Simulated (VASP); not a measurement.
Write the native input for VASP 6.6.1 that does the following.

- Task: relaxation of cell and atoms
- Functional: PBE
- Potentials or basis: VASP PAW PBE potentials, release 64 (Ag, Cl)
- Cutoff: 600 eV
- k mesh: 8 × 8 × 8
- Occupations: gaussian, width 0.02 eV
- Spin: no spin polarisation
- Dipole correction: no
- Further INCAR settings: ALGO = Normal; EDIFF = 1e-06; IBRION = 2; EDIFFG = -0.01; NSW = 100; ISIF = 3

The structure of AgCl lies in POSCAR:

```
AgCl
1.0
    0.0000000000      2.8044798865      2.8044798865
    2.8044798865      0.0000000000      2.8044798865
    2.8044798865      2.8044798865      0.0000000000
Ag Cl
1 1
Direct
    0.0000000000      0.0000000000      0.0000000000
    0.5000000000      0.5000000000      0.5000000000
```

One way to write it, as run:

INCAR

```
SYSTEM = AgCl
  ALGO = Normal
  EDIFF = 1E-6
  EDIFFG = -0.01
  ENCUT = 600
  GGA = PE
  IBRION = 2
  ISIF = 3
  ISMEAR = 0
  LASPH = .True.
  LCHARG = .False.
  LREAL = .False.
  LWAVE = .False.
  NELM = 60
  NSW = 100
  PREC = Accurate
  SIGMA = 0.02
```

KPOINTS

```
k-points
0
Gamma
  8 8 8
  0 0 0
```

Potentials or basis: VASP PAW PBE potentials, release 64 (Ag, Cl).

The run is started by

```sh
$ cat potpaw_PBE.64/Ag/POTCAR potpaw_PBE.64/Cl/POTCAR > POTCAR
$ mpirun -np 1 vasp_std > vasp.out
```

It gave:

The pressure after relaxing is 0.0 GPa and the band gap on the k mesh is 0.92 eV, indirect (least direct gap 3.08 eV).

Caveat: the relaxation stopped at its first step, so nothing moved.

Wall time 6.6 s on 1 thread of Intel(R) Xeon(R) 6975P-C (Granite Rapids) (shared host), peak memory 0.18 GiB.
